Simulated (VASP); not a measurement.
# AlN (P6_3mc) in VASP: a series of runs

AlN is run at these levels: PBE; tasks: single point.

Program: VASP 6.6.1. These are calculated values, not measurements. Logs are shortened: lines on timing, memory, paths and dates and some standing lists are left out, and cuts for length are marked.

### Step 1. The cell of the first run

The structure is hexagonal, space group P6_3mc (No. 186). Conventional cell: a = 3.111 Å, b = 3.111 Å, c = 4.978 Å, α = 90.00°, β = 90.00°, γ = 120.00°. Within 2.5 Å of Al (site symmetry 3m) lie 4 N at 1.86 to 1.99 Å. Within 2.5 Å of N (site symmetry 3m) lie 4 Al at 1.86 to 1.99 Å.

### Step 2. Single point, PBE (mode 7 (584.8 1/cm) frozen in, largest displacement +0.050 Å)

File INCAR:

```
SYSTEM = AlN
ALGO     = Normal         ! electronic algorithm
EDIFF    = 1E-6           ! SCF threshold, eV
ENCUT    = 520            ! plane-wave cutoff, eV
GGA      = PE             ! functional
ISIF     = 2              ! what is computed and relaxed
ISMEAR   = 0              ! smearing method
LASPH    = .TRUE.         ! aspherical terms in the spheres
LCHARG   = .FALSE.        ! write CHGCAR
LREAL    = .FALSE.        ! projectors in reciprocal space
LWAVE    = .FALSE.        ! write WAVECAR
NBANDS   = 16             ! bands
NELM     = 100            ! most SCF steps
PREC     = Accurate       ! precision mode
SIGMA    = 0.05           ! smearing width, eV
```

File KPOINTS:

```
k-points
0
G
  12 12 6
  0 0 0
```

File POSCAR:

```
AlN
1.0
    3.1110021516      0.0000000000      0.0000000000
   -1.5555010758      2.6942068945      0.0000000000
    0.0000000000      0.0000000000      4.9780000000
Al N
2 2
Direct
    0.3333333333      0.6666666667     -0.0052142702
    0.6666666667      0.3333333333      0.4947857298
    0.3333333333      0.6666666667      0.3950441945
    0.6666666667      0.3333333333      0.8950441945
```

Potentials or basis: VASP PAW PBE potentials, release 64 (Al, N).

The run is started by

```bash
> cat potpaw_PBE.64/Al/POTCAR potpaw_PBE.64/N/POTCAR > POTCAR
> mpirun -np 1 vasp_std > vasp.out
```

OUTCAR:

```text
SYSTEM = AlN
   EDIFF = 1E-6
   ENCUT = 520
   GGA = PE
   ISIF = 2
   ISMEAR = 0
   LASPH = .TRUE.
   LREAL = .FALSE.
   NELM = 100
   PREC = Accurate

 ion  position               nearest neighbor table
   1  0.333  0.667  0.995-   4 1.86   4 1.86   4 1.86   3 1.99   2 3.07   2 3.07   2 3.07   2 3.07
                             2 3.07   2 3.07
   2  0.667  0.333  0.495-   3 1.86   3 1.86   3 1.86   4 1.99   1 3.07   1 3.07   1 3.07   1 3.07
                             1 3.07   1 3.07
   3  0.333  0.667  0.395-   2 1.86   2 1.86   2 1.86   1 1.99
   4  0.667  0.333  0.895-   1 1.86   1 1.86   1 1.86   2 1.99

  LATTYP: Found a hexagonal cell.
 ALAT       =     3.1110021516
 C/A-ratio  =     1.6001274694

  Lattice vectors:

 A1 = (   3.1110021516,   0.0000000000,   0.0000000000)
 A2 = (  -1.5555010758,   2.6942068945,   0.0000000000)
 A3 = (   0.0000000000,   0.0000000000,   4.9780000000)

Analysis of symmetry for initial positions (statically):
=====================================================================
 Subroutine PRICEL returns:
 Original cell was already a primitive cell.

 Routine SETGRP: Setting up the symmetry group for a
 hexagonal supercell.

 Subroutine GETGRP returns: Found 12 space group operations
 (whereof  6 operations were pure point group operations)
 out of a pool of 24 trial point group operations.

The static configuration has the point symmetry C_3v.
 The point group associated with its full space group is C_6v.

Analysis of symmetry for dynamics (positions and initial velocities):
=====================================================================
 Subroutine PRICEL returns:
 Original cell was already a primitive cell.

 Routine SETGRP: Setting up the symmetry group for a
 hexagonal supercell.

 Subroutine GETGRP returns: Found 12 space group operations
 (whereof  6 operations were pure point group operations)
 out of a pool of 24 trial point group operations.

The dynamic configuration has the point symmetry C_3v.
 The point group associated with its full space group is C_6v.

 Subroutine INISYM returns: Found 12 space group operations
 (whereof  6 operations are pure point group operations),
 and found     1 'primitive' translations

[... 92 lines left out ...]
   ISPIN  =      1    spin polarized calculation?
   LNONCOLLINEAR =      F non collinear calculations
   LSORBIT =      F    spin-orbit coupling
   LASPH  =      T    aspherical Exc in radial PAW
   ENCUT  =  520.0 eV  38.22 Ry    6.18 a.u.   5.78  5.78  9.26*2*pi/ulx,y,z
   NELM   =    100;   NELMIN=  2; NELMDL= -5     # of ELM steps
   EDIFF  = 0.1E-05   stopping-criterion for ELM
   LREAL  =      F    real-space projection
   EDIFFG = 0.1E-04   stopping-criterion for IOM
   NSW    =      0    number of steps for IOM
   IBRION =     -1    ionic relax: 0-MD 1-quasi-New 2-CG
   NFREE  =      0    steps in history (QN), initial steepest desc. (CG)
   ISIF   =      2    stress and relaxation
   ISYM   =      2    0-nonsym 1-usesym 2-fastsym
   POTIM  = 0.5000    time-step for ionic-motion
   TEBEG  =    0.0;   TEEND  =   0.0 temperature during run
   PSTRESS=    0.0 pullay stress
   NELECT =      16.0000    total number of electrons
   NUPDOWN=      -1.0000    fix difference up-down
   EMIN   =  10.00;   EMAX   =-10.00  energy-range for DOS
   EFERMI =   0.00;   METHOD = LEGACY
   ISMEAR =     0;   SIGMA  =   0.05  broadening in eV -4-tet -1-fermi 0-gaus
   EFERMI_NEDOS =   21; number of points for ismear=-14 and -15
   IALGO  =     38    algorithm
   IMIX   =      4    mixing-type and parameters
     AMIX     =   0.40;   BMIX     =  1.00
     AMIX_MAG =   1.60;   BMIX_MAG =  1.00
  volume/ion in A,a.u.               =      10.43        70.39
  Fermi-wavevector in a.u.,A,eV,Ry     =   1.189377  2.247596 19.247033  1.414617
  Thomas-Fermi vector in A             =   2.325485
   LORBIT       =      0    0 simple, 1 ext, 2 COOP (PROOUT), +10 PAW based schemes
   GGA     = PE    functional components
   LHFCALC =     F    Hartree Fock is set to
   AEXX    =    0.0000 exact exchange contribution
   IVDW    =     0    specifies the selected vdW correction
   LEPSILON=     F    determine dielectric tensor
   LRPA    =     F    only Hartree local field effects (RPA)
 non-spin polarized calculation
 Gauss-broadening in eV      SIGMA  =   0.05
  energy-cutoff  :      520.00
  volume of cell :       41.72
 maximum number of plane-waves:      1152
 NGX is ok and might be reduce to    24
   NGX = 11   NGY = 11   NGZ = 19

 number of electron      15.9999997 magnetization

 Free energy of the ion-electron system (eV)
  ---------------------------------------------------
  ext. energy  EPLUGINS =         0.00000000
  ---------------------------------------------------
  free energy    TOTEN  =       -29.68288757 eV

  energy without entropy =      -29.68288757  energy(sigma->0) =      -29.68288757

 E-fermi :   6.7278     XC(G=0): -10.9142

 val. band max:        6.4570271962   @ k =   0.0000   0.0000   0.0000
 cond. band min:      10.3822188988   @ k =   0.0000   0.0000   0.0000
 fundamental gap:      3.9251917026
 Fermi energy:         6.7278454175

 k-point     1 :       0.0000    0.0000    0.0000
  band No.  band energies     occupation
      1      -9.0356      2.00000
      2      -6.8987      2.00000
      3       0.2714      2.00000
      4       5.1663      2.00000
      5       5.1663      2.00000
      6       5.8186      2.00000
[... 433 lines left out ...]
      3       1.2550      2.00000
      4       2.2256      2.00000
      5       2.8170      2.00000
      6       4.2880      2.00000
[... 8 lines left out ...]
     15      18.4252      0.00000
     16      20.4325      0.00000

 [... further k-points ...]
[... 5 lines left out ...]
  --------------------------------------------------------------------------------------
  -------------------------------------------------------------------------------------
  Total        2.0315292      2.0315292     -0.6979750      0.0000000      0.0000000      0.0000000
  in kB       78.0095032     78.0095032    -26.8018206      0.0000000      0.0000000      0.0000000
  external PRESSURE =      43.0723953 kB  Pullay stress =       0.0000000 kB

 VOLUME and BASIS-vectors are now :
 -----------------------------------------------------------------------------
  energy-cutoff  :      520.00
  volume of cell :       41.72
      direct lattice vectors                 reciprocal lattice vectors
     3.111002152  0.000000000  0.000000000     0.321439829  0.185583372  0.000000000
    -1.555501076  2.694206895  0.000000000     0.000000000  0.371166744  0.000000000
     0.000000000  0.000000000  4.978000000     0.000000000  0.000000000  0.200883889

 POSITION                                       TOTAL-FORCE (eV/Angst)
 -----------------------------------------------------------------------------------
     -0.00000      1.79614      4.95204         0.000000     -0.000000      0.880335
      1.55550      0.89807      2.46304        -0.000000      0.000000      0.880335
     -0.00000      1.79614      1.96653         0.000000      0.000000     -0.880335
      1.55550      0.89807      4.45553        -0.000000      0.000000     -0.880335
 -----------------------------------------------------------------------------------
    total drift:                                0.000000      0.000000      0.000049

  FREE ENERGIE OF THE ION-ELECTRON SYSTEM (eV)
  ---------------------------------------------------
  free  energy   TOTEN  =       -29.6828875729 eV

  energy  without entropy=      -29.6828875729  energy(sigma->0) =      -29.68288757
```

Wall time 34 s (1 thread of Intel Xeon Platinum 8259CL at 2.50GHz (Skylake/Cascade Lake), shared host); peak memory 0.18 GiB.

Results:

| Item | Value |
| --- | --- |
| Free energy | -29.6829 eV |
| Pressure | 4.3 GPa |
| Largest force | 0.880 eV/Å |
| Band gap on the k mesh | 3.93 eV, direct |

Forces in eV/Å, atoms in the order of the input:
```
Al   0.000  0.000  0.880
Al   0.000  0.000  0.880
N    0.000  0.000 -0.880
N    0.000  0.000 -0.880
```

Caveat: the cell differs from its parent crystal (mode 7 (584.8 1/cm) frozen in, largest displacement +0.050 Å).

### Step 3. Single point, PBE (mode 7 (584.8 1/cm) frozen in, largest displacement +0.200 Å)

File INCAR:

```
PREC = Accurate
ENCUT = 520
EDIFF = 1E-6
ISMEAR = 0
SIGMA = 0.05
LREAL = F
LASPH = T
NELM = 80
ALGO = Normal
ISIF = 2
LWAVE = F
LCHARG = F
GGA = PE
NBANDS = 16
```

File KPOINTS:

```
regular mesh
0
Gamma
  12 12 6
```

File POSCAR:

```
AlN
1.0
    3.1110021516      0.0000000000      0.0000000000
   -1.5555010758      2.6942068945      0.0000000000
    0.0000000000      0.0000000000      4.9780000000
Al N
2 2
Direct
    0.3333333333      0.6666666667     -0.0208570808
    0.6666666667      0.3333333333      0.4791429192
    0.3333333333      0.6666666667      0.4251767778
    0.6666666667      0.3333333333      0.9251767778
```

Potentials or basis: VASP PAW PBE potentials, release 64 (Al, N).

The run is started by

```bash
> cat potpaw_PBE.64/Al/POTCAR potpaw_PBE.64/N/POTCAR > POTCAR
> mpirun -np 1 vasp_std > vasp.out
```

Wall time 32 s (1 thread of Intel Xeon Platinum 8259CL at 2.50GHz (Skylake/Cascade Lake), shared host); peak memory 0.18 GiB.

It converged, with:

| Property | Result |
| --- | --- |
| Free energy | -29.1075 eV |
| Pressure | 8.9 GPa |
| Largest force | 1.296 eV/Å |
| Band gap on the k mesh | 3.19 eV, direct |

Forces on the atoms (eV/Å):
```
Al   0.000  0.000  1.296
Al   0.000  0.000  1.296
N    0.000  0.000 -1.296
N    0.000  0.000 -1.296
```

Stress tensor (GPa, compression positive):
```
17.52  0.00  0.00
 0.00 17.52  0.00
 0.00  0.00 -8.27
```

Levels at points of the mesh, in eV from the valence-band top:
| k point | band 4 | band 5 | band 6 | band 7 | band 8 | band 9 | band 10 | band 11 | band 12 | band 13 |
| --- | --- | --- | --- | --- | --- | --- | --- | --- | --- | --- |
| (0.00, 0.00, 0.00) | -2.17 | -2.17 | -1.52 | -1.52 | 0.00 | 3.19 | 5.94 | 10.13 | 10.17 | 10.17 |
| (0.50, 0.00, 0.00) | -5.29 | -3.85 | -3.27 | -2.12 | -1.92 | 5.14 | 5.48 | 6.78 | 9.25 | 10.34 |
| (0.00, 0.00, 0.50) | -3.82 | -1.85 | -1.85 | -1.85 | -1.85 | 5.87 | 5.87 | 9.40 | 9.40 | 10.50 |
| (0.50, 0.00, 0.50) | -6.59 | -2.67 | -2.67 | -1.84 | -1.84 | 4.64 | 4.64 | 7.80 | 7.80 | 10.66 |

Caveat: the cell differs from its parent crystal (mode 7 (584.8 1/cm) frozen in, largest displacement +0.200 Å); forces of over 1 eV/Å act on the atoms, so gaps and moduli don't describe the material at rest. A k mesh can miss the band edges.

### Step 4. Single point, PBE (mode 7 (584.8 1/cm) frozen in, largest displacement -0.150 Å)

File INCAR:

```
SYSTEM = AlN
PREC = Accurate ; ENCUT = 520
EDIFF = 1E-6 ; ISMEAR = 0
SIGMA = 0.05 ; LREAL = .FALSE.
LASPH = .TRUE. ; NELM = 100
ALGO = Normal ; ISIF = 2
LWAVE = .FALSE. ; LCHARG = .FALSE.
GGA = PE ; NBANDS = 16
```

File KPOINTS:

```
regular mesh
0
G
  12 12 6
  0 0 0
```

File POSCAR:

```
AlN
1.0
    3.1110021516      0.0000000000      0.0000000000
   -1.5555010758      2.6942068945      0.0000000000
    0.0000000000      0.0000000000      4.9780000000
Al N
2 2
Direct
    0.3333333333      0.6666666667      0.0156428106
    0.6666666667      0.3333333333      0.5156428106
    0.3333333333      0.6666666667      0.3548674166
    0.6666666667      0.3333333333      0.8548674166
```

The run is started by

```bash
> cat potpaw_PBE.64/Al/POTCAR potpaw_PBE.64/N/POTCAR > POTCAR
> mpirun -np 1 vasp_std > vasp.out
```

Wall time 33 s (1 thread of Intel Xeon Platinum 8259CL at 2.50GHz (Skylake/Cascade Lake), shared host); peak memory 0.18 GiB.

Results (log left out):

```yaml
Free_energy: -28.9147 eV
Pressure: 11.7 GPa
Largest_force: 4.822 eV/Å
Band_gap_on_the_k_mesh: 4.06 eV, direct
```

Forces in eV/Å, atoms in the order of the input:
```
Al   0.000  0.000 -4.822
Al   0.000  0.000 -4.822
N    0.000  0.000  4.822
N    0.000  0.000  4.822
```

Stress tensor (GPa, compression positive):
```
-4.09  0.00  0.00
 0.00 -4.09  0.00
 0.00  0.00 43.33
```

Levels at points of the mesh, in eV from the valence-band top:
| k point | band 6 | band 7 | band 8 | band 9 | band 10 | band 11 |
| --- | --- | --- | --- | --- | --- | --- |
| (0.00, 0.00, 0.00) | -0.64 | 0.00 | 0.00 | 4.06 | 6.48 | 9.94 |
| (0.50, 0.00, 0.00) | -2.19 | -1.93 | -0.50 | 5.40 | 5.65 | 8.11 |
| (0.00, 0.00, 0.50) | -0.33 | -0.33 | -0.33 | 6.09 | 6.09 | 10.23 |
| (0.50, 0.00, 0.50) | -1.68 | -1.30 | -1.30 | 5.10 | 5.10 | 9.48 |

Caveat: the cell differs from its parent crystal (mode 7 (584.8 1/cm) frozen in, largest displacement -0.150 Å); forces of over 1 eV/Å act on the atoms, so gaps and moduli don't describe the material at rest.
